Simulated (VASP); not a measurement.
# Si (P1) in VASP: relaxation of cell and atoms with PBE

Aim: the relaxation of cell and atoms of Si with PBE.

Program: VASP 6.6.1. These are calculated values, not measurements. Logs are shortened: lines on timing, memory, paths and dates and some standing lists are left out, and cuts for length are marked.

## Step 1: The cell of the first run

The typed cell holds 8 atoms: a = 3.661 Å, b = 4.509 Å, c = 8.202 Å, α = 93.76°, β = 90.68°, γ = 91.67°.

## Step 2: Relaxation of cell and atoms, PBE

Input file INCAR:

```
SYSTEM = Si
PREC = Accurate ; ENCUT = 600
EDIFF = 1E-7 ; ISMEAR = 0
SIGMA = 0.2 ; LREAL = .False.
LASPH = .True. ; NELM = 100
ALGO = Normal ; ISIF = 3
LWAVE = .False. ; LCHARG = .False.
GGA = PE ; IBRION = 2
NSW = 80 ; EDIFFG = -0.025
```

Input file KPOINTS:

```
Automatic mesh
0
Gamma
  6 6 4
  0 0 0
```

Input file POSCAR:

```
Si
1.0
    0.0069249851      0.0595088467      3.6608956210
   -2.3847705515     -3.8256305740     -0.0650451611
    7.2302070906     -3.8728815186     -0.0474687382
Si
8
Direct
    0.1910474745      0.4536561515      0.2134924342
    0.1684057884      0.0453448153      0.6658899023
    0.6479711703      0.2556560568      0.0539459683
    0.6627273736      0.7129417220      0.5646153800
    0.7812639587      1.0074501362      0.3526780518
    0.8322649720      0.5231630817      0.8120210635
    0.3657988473      0.2445671031      0.4180887393
    0.3505204153      0.7572209334      0.9192684607
```

Potentials or basis: VASP PAW PBE potentials, release 64 (Si).

Run with:

```console
$ cat potpaw_PBE.64/Si/POTCAR > POTCAR
$ mpirun -np 1 vasp_std > vasp.out
```

OUTCAR:

```text
SYSTEM = Si
   PREC = Accurate
   ENCUT = 600
   EDIFF = 1E-7
   ISMEAR = 0
   LREAL = .False.
   LASPH = .True.
   NELM = 100
   ISIF = 3
   GGA = PE
   IBRION = 2
   NSW = 80
   EDIFFG = -0.025

 ion  position               nearest neighbor table
   1  0.191  0.454  0.213-   7 2.08   3 2.30   3 2.48   5 2.79   8 2.91   5 3.11
   2  0.168  0.045  0.666-   7 2.39   4 2.45   4 2.50   8 2.61   6 2.73   5 2.91   6 2.95
   3  0.648  0.256  0.054-   1 2.30   1 2.48   6 2.48   8 2.64   5 2.80   8 2.82
   4  0.663  0.713  0.565-   5 2.29   6 2.34   2 2.45   2 2.50   7 2.57   7 2.98   8 3.13
   5  0.781  0.007  0.353-   7 1.95   4 2.29   7 2.40   1 2.79   3 2.80   2 2.91   1 3.11
   6  0.832  0.523  0.812-   8 2.24   8 2.28   4 2.34   3 2.48   2 2.73   2 2.95
   7  0.366  0.245  0.418-   5 1.95   1 2.08   2 2.39   5 2.40   4 2.57   4 2.98
   8  0.351  0.757  0.919-   6 2.24   6 2.28   2 2.61   3 2.64   3 2.82   1 2.91   4 3.13

  LATTYP: Found a triclinic cell.
 ALAT       =     4.5085264494
 B/A-ratio  =     2.1326501945
 C/A-ratio  =     0.8121025451
 COS(alpha) =     0.0036392142
 COS(beta)  =     0.0292169154
 COS(gamma) =     0.5247959923

  Lattice vectors:

 A1 = (  -2.3847705515,  -3.8256305740,  -0.0650451611)
 A2 = (  -9.6149776421,   0.0472509446,  -0.0175764229)
 A3 = (  -0.0069249851,  -0.0595088467,  -3.6608956210)

Analysis of symmetry for initial positions (statically):
=====================================================================
 Subroutine PRICEL returns:
 Original cell was already a primitive cell.

 Routine SETGRP: Setting up the symmetry group for a
 triclinic supercell.

 Subroutine GETGRP returns: Found  1 space group operations
 (whereof  1 operations were pure point group operations)
 out of a pool of  2 trial point group operations.

The static configuration has the point symmetry C_1 .

Analysis of symmetry for dynamics (positions and initial velocities):
=====================================================================
 Subroutine PRICEL returns:
 Original cell was already a primitive cell.

 Routine SETGRP: Setting up the symmetry group for a
 triclinic supercell.

 Subroutine GETGRP returns: Found  1 space group operations
 (whereof  1 operations were pure point group operations)
 out of a pool of  2 trial point group operations.

The dynamic configuration has the point symmetry C_1 .

 Subroutine INISYM returns: Found  1 space group operations
 (whereof  1 operations are pure point group operations),
 and found     1 'primitive' translations

----------------------------------------------------------------------------------------

                                     Primitive cell

  volume of cell :     135.0373

  direct lattice vectors                    reciprocal lattice vectors
     0.006924985  0.059508847  3.660895621    -0.000520703 -0.004320969  0.273228424
    -2.384770551 -3.825630574 -0.065045161    -0.104973868 -0.196015157  0.003384849
     7.230207091 -3.872881519 -0.047468738     0.103685138 -0.064648391  0.000854745

  length of vectors
     3.661385804  4.508526449  8.202277678     0.273263085  0.222380107  0.122191459

  position of ions in fractional coordinates (direct lattice)
     0.191047475  0.453656151  0.213492434
     0.168405788  0.045344815  0.665889902
     0.647971170  0.255656057  0.053945968
     0.662727374  0.712941722  0.564615380
     0.781263959  0.007450136  0.352678052
     0.832264972  0.523163082  0.812021063
     0.365798847  0.244567103  0.418088739
     0.350520415  0.757220933  0.919268461

  ion indices of the primitive-cell ions
   primitive index   ion index
                 1           1
                 2           2
                 3           3
                 4           4
                 5           5
                 6           6
                 7           7
                 8           8

----------------------------------------------------------------------------------------

 KPOINTS: Automatic mesh

Automatic generation of k-mesh.
 Grid dimensions read from file:
 generate k-points for:    6    6    4

 Generating k-lattice:

  Cartesian coordinates                     Fractional coordinates (reciprocal lattice)
    -0.000086784 -0.000720161  0.045538071     0.166666667  0.000000000  0.000000000
    -0.017495645 -0.032669193  0.000564141     0.000000000  0.166666667 -0.000000000
     0.025921284 -0.016162098  0.000213686     0.000000000 -0.000000000  0.250000000

  Length of vectors
     0.045543848  0.037063351  0.030547865

  Shift w.r.t. Gamma in fractional coordinates (k-lattice)
     0.000000000  0.000000000  0.000000000

 Subroutine IBZKPT returns following result:
 ===========================================

 Found     76 irreducible k-points:

 Following reciprocal coordinates:
            Coordinates               Weight
  0.000000  0.000000  0.000000      1.000000
  0.166667  0.000000  0.000000      2.000000
  0.333333 -0.000000 -0.000000      2.000000
  0.500000 -0.000000 -0.000000      1.000000
 -0.000000  0.166667  0.000000      2.000000
  0.166667  0.166667  0.000000      2.000000
[... 16 lines left out ...]
  0.333333 -0.000000  0.250000      2.000000
  0.500000  0.000000  0.250000      2.000000
 [... further k-points ...]
   k-points           NKPTS =     76   k-points in BZ     NKDIM =     76   number of bands    NBANDS=     21
   number of dos      NEDOS =    301   number of ions     NIONS =      8
   total plane-waves  NPLWV =  75600
   dimension x,y,z NGX =    30 NGY =   36 NGZ =   70
   dimension x,y,z NGXF=    60 NGYF=   72 NGZF=  140
   ions per type =               8
   NGX,Y,Z   is equivalent  to a cutoff of  13.62, 13.27, 14.19 a.u.
   NGXF,Y,Z  is equivalent  to a cutoff of  27.24, 26.55, 28.38 a.u.
 SYSTEM =  Si
   PREC   = accura    normal or accurate (medium, high low for compatibility)
   ISTART =      0    job   : 0-new  1-cont  2-samecut
   ICHARG =      2    charge: 1-file 2-atom 10-const
   ISPIN  =      1    spin polarized calculation?
   LNONCOLLINEAR =      F non collinear calculations
   LSORBIT =      F    spin-orbit coupling
   LASPH  =      T    aspherical Exc in radial PAW
   ENCUT  =  600.0 eV  44.10 Ry    6.64 a.u.   7.31  9.00 16.38*2*pi/ulx,y,z
   NELM   =    100;   NELMIN=  2; NELMDL= -5     # of ELM steps
   EDIFF  = 0.1E-06   stopping-criterion for ELM
   LREAL  =      F    real-space projection
   EDIFFG = -.3E-01   stopping-criterion for IOM
   NSW    =     80    number of steps for IOM
   IBRION =      2    ionic relax: 0-MD 1-quasi-New 2-CG
   NFREE  =      1    steps in history (QN), initial steepest desc. (CG)
   ISIF   =      3    stress and relaxation
   ISYM   =      2    0-nonsym 1-usesym 2-fastsym
   POTIM  = 0.5000    time-step for ionic-motion
   TEBEG  =    0.0;   TEEND  =   0.0 temperature during run
   PSTRESS=    0.0 pullay stress
   NELECT =      32.0000    total number of electrons
   NUPDOWN=      -1.0000    fix difference up-down
   EMIN   =  10.00;   EMAX   =-10.00  energy-range for DOS
   EFERMI =   0.00;   METHOD = LEGACY
   ISMEAR =     0;   SIGMA  =   0.20  broadening in eV -4-tet -1-fermi 0-gaus
   EFERMI_NEDOS =   21; number of points for ismear=-14 and -15
   IALGO  =     38    algorithm
   IMIX   =      4    mixing-type and parameters
     AMIX     =   0.40;   BMIX     =  1.00
     AMIX_MAG =   1.60;   BMIX_MAG =  1.00
  volume/ion in A,a.u.               =      16.88       113.91
  Fermi-wavevector in a.u.,A,eV,Ry     =   1.013072  1.914428 13.963855  1.026314
  Thomas-Fermi vector in A             =   2.146219
   LORBIT       =      0    0 simple, 1 ext, 2 COOP (PROOUT), +10 PAW based schemes
   GGA     = PE    functional components
   LHFCALC =     F    Hartree Fock is set to
   AEXX    =    0.0000 exact exchange contribution
   IVDW    =     0    specifies the selected vdW correction
   LEPSILON=     F    determine dielectric tensor
   LRPA    =     F    only Hartree local field effects (RPA)
 conjugate gradient relaxation of ions
 non-spin polarized calculation
 Gauss-broadening in eV      SIGMA  =   0.20
  energy-cutoff  :      600.00
  volume of cell :      135.04
 maximum number of plane-waves:      4526
 NGX is ok and might be reduce to    30
   NGX = 15   NGY = 19   NGZ = 33

--------------------------------------- Ionic step        1  -------------------------------------------

 number of electron      31.9999998 magnetization

 Free energy of the ion-electron system (eV)
  ---------------------------------------------------
  ext. energy  EPLUGINS =         0.00000000
  ---------------------------------------------------
  free energy    TOTEN  =       -37.54127847 eV

  energy without entropy =      -37.48067325  energy(sigma->0) =      -37.51097586

------------------------ aborting loop because EDIFF is reached ----------------------------------------

  FORCE on cell =-STRESS in cart. coord.  units (eV):
  Direction    XX          YY          ZZ          XY          YZ          ZX
  --------------------------------------------------------------------------------------
  -------------------------------------------------------------------------------------
  Total       11.5235676      6.3911709     14.5245440      0.7710100      8.5765576      1.6911211
  in kB      136.7236724     75.8293257    172.3293575      9.1478019    101.7582826     20.0646445
  external PRESSURE =     128.2941185 kB  Pullay stress =       0.0000000 kB
[... 107 lines left out ...]
  FREE ENERGIE OF THE ION-ELECTRON SYSTEM (eV)
  ---------------------------------------------------
  free  energy   TOTEN  =       -39.6615395167 eV

  energy  without entropy=      -39.5979743117  energy(sigma->0) =      -39.62975691

 E-fermi :   6.8612     XC(G=0):  -9.9884

 val. band max:        6.8589721189   @ k =   0.0000   0.5000   0.5000
 cond. band min:       6.8701844144   @ k =   0.1667   0.0000   0.0000
 fundamental gap:      0.0112122955
 Fermi energy:         6.8612183129

 k-point     1 :       0.0000    0.0000    0.0000
  band No.  band energies     occupation
      1      -5.8272      2.00000
      2      -4.0591      2.00000
      3      -3.5943      2.00000
      4       0.5881      2.00000
      5       0.7552      2.00000
      6       1.0448      2.00000
[... 550 lines left out ...]
      5      -0.6944      2.00000
      6      -0.2326      2.00000
[... 13 lines left out ...]
     20       7.9782      0.00000
     21       8.3971      0.00000

 [... further k-points ...]

[... ionic steps 4 to 20 ...]

--------------------------------------- Ionic step       21  -------------------------------------------

 number of electron      32.0000000 magnetization

------------------------ aborting loop because EDIFF is reached ----------------------------------------

  FORCE on cell =-STRESS in cart. coord.  units (eV):
  Direction    XX          YY          ZZ          XY          YZ          ZX
  --------------------------------------------------------------------------------------
  -------------------------------------------------------------------------------------
  Total        0.0593205      0.0373708      0.1147481     -0.0109185     -0.0307745     -0.0681258
  in kB        0.7010151      0.4416263      1.3560261     -0.1290279     -0.3636751     -0.8050707
  external PRESSURE =       0.8328892 kB  Pullay stress =       0.0000000 kB
[... 69 lines left out ...]
  energy  without entropy=      -40.4542856135  energy(sigma->0) =      -40.48903488

--------------------------------------- Ionic step       23  -------------------------------------------

 number of electron      32.0000000 magnetization

 Free energy of the ion-electron system (eV)
  ---------------------------------------------------
  ext. energy  EPLUGINS =         0.00000000
  ---------------------------------------------------
  free energy    TOTEN  =       -40.52384156 eV

  energy without entropy =      -40.45428558  energy(sigma->0) =      -40.48906357

 E-fermi :   7.8123     XC(G=0): -10.3630

 val. band max:        7.7969177376   @ k =   0.0000   0.3333   0.5000
 cond. band min:       7.8176562565   @ k =  -0.3333   0.1667   0.0000
 fundamental gap:      0.0207385189
 Fermi energy:         7.8123347688

 k-point     1 :       0.0000    0.0000    0.0000
  band No.  band energies     occupation
      1      -5.2821      2.00000
      2      -3.1446      2.00000
      3      -3.1210      2.00000
      4       1.6212      2.00000
      5       1.6941      2.00000
      6       1.9392      2.00000
[... 550 lines left out ...]
      5       0.3262      2.00000
      6       0.5110      2.00000
[... 13 lines left out ...]
     20       9.2017      0.00000
     21       9.3886      0.00000

 [... further k-points ...]

------------------------ aborting loop because EDIFF is reached ----------------------------------------

  FORCE on cell =-STRESS in cart. coord.  units (eV):
  Direction    XX          YY          ZZ          XY          YZ          ZX
  --------------------------------------------------------------------------------------
  -------------------------------------------------------------------------------------
  Total       -0.0950831     -0.1407540     -0.1257065     -0.0034451     -0.1564506     -0.0333552
  in kB       -1.1214158     -1.6600605     -1.4825896     -0.0406322     -1.8451876     -0.3933935
  external PRESSURE =      -1.4213553 kB  Pullay stress =       0.0000000 kB
[... 23 lines left out ...]
  FREE ENERGIE OF THE ION-ELECTRON SYSTEM (eV)
  ---------------------------------------------------
  free  energy   TOTEN  =       -40.5238415568 eV

  energy  without entropy=      -40.4542855774  energy(sigma->0) =      -40.48906357

 reached required accuracy - stopping structural energy minimisation
```

Wall time 47 min (1 thread of Intel Xeon Platinum 8488C (Sapphire Rapids), shared host); peak memory 0.38 GiB.

Results:

```yaml
Free_energy: -40.5238 eV
Relaxed_volume: 16.98 Å³/atom
Relaxed_cell: a = 3.746 Å, b = 4.542 Å, c = 8.021 Å, α = 95.13°, β = 90.81°, γ = 91.53°
Space_group_after_relaxing_to_0.1_Å: P-1 (No. 2)
Energy_gained_by_relaxing: 372.8 meV/atom
Ionic_steps: 23
Pressure_after_relaxing: -0.1 GPa
Largest_force_after_relaxing: 0.023 eV/Å
Band_gap_on_the_k_mesh: zero (bands 16 and 17 overlap by 1.70 eV)
```

Forces on the atoms (eV/Å):
```
Si  -0.004  0.005 -0.011
Si  -0.010 -0.009  0.015
Si  -0.003  0.021 -0.008
Si   0.001  0.004 -0.019
Si  -0.013 -0.016  0.007
Si   0.016 -0.011 -0.009
Si   0.002  0.006  0.005
Si   0.011  0.001  0.019
```

The path:
```
step  energy change (eV)  largest force (eV/Å)  pressure (GPa)  volume (Å³)
   1              0.0000                8.4472           12.83       135.04
   2             -1.2745                1.4230           -8.12       162.72
   3             -2.1203                1.5676           -2.68       148.18
   4             -2.1228                1.6185           -2.46       147.83
   5             -2.1237                1.6919           -2.14       147.34
   6             -2.5238                0.8346           -2.21       144.11
   7             -2.6195                0.7307           -1.53       141.51
   8             -2.7848                0.6484            0.56       136.50
   9             -2.7971                0.6449            1.50       134.76
  10             -2.8907                0.3446            0.05       135.97
  11             -2.9054                0.3940           -0.67       136.72
  12             -2.9357                0.3593            0.24       135.30
  13             -2.9392                0.3671            0.72       134.63
  14             -2.9613                0.1781           -0.02       135.59
  15             -2.9629                0.2087           -0.25       135.93
  16             -2.9724                0.1454            0.08       135.42
  17             -2.9749                0.1257            0.36       135.02
  18             -2.9787                0.1092           -0.27       135.97
  19             -2.9787                0.1090           -0.22       135.89
  20             -2.9814                0.0609            0.03       135.64
  21             -2.9815                0.0691            0.08       135.58
  22             -2.9825                0.0255           -0.09       135.78
  23             -2.9826                0.0225           -0.14       135.85
```

Final structure:
```yaml
crystal:
  lattice:
    - [0.00306, 0.05565, 3.74519]
    - [-2.44179, -3.82955, -0.06225]
    - [7.12141, -3.68964, -0.06478]
  atoms:
    - { symbol: Si, position: [0.15939, 0.53219, 0.17867] }
    - { symbol: Si, position: [0.15574, 0.03039, 0.67838] }
    - { symbol: Si, position: [0.64697, 0.22490, 0.07372] }
    - { symbol: Si, position: [0.64438, 0.72326, 0.57338] }
    - { symbol: Si, position: [0.84121, 0.96743, 0.32152] }
    - { symbol: Si, position: [0.84359, 0.46914, 0.82127] }
    - { symbol: Si, position: [0.35354, 0.27556, 0.42668] }
    - { symbol: Si, position: [0.35519, 0.77713, 0.92637] }
```
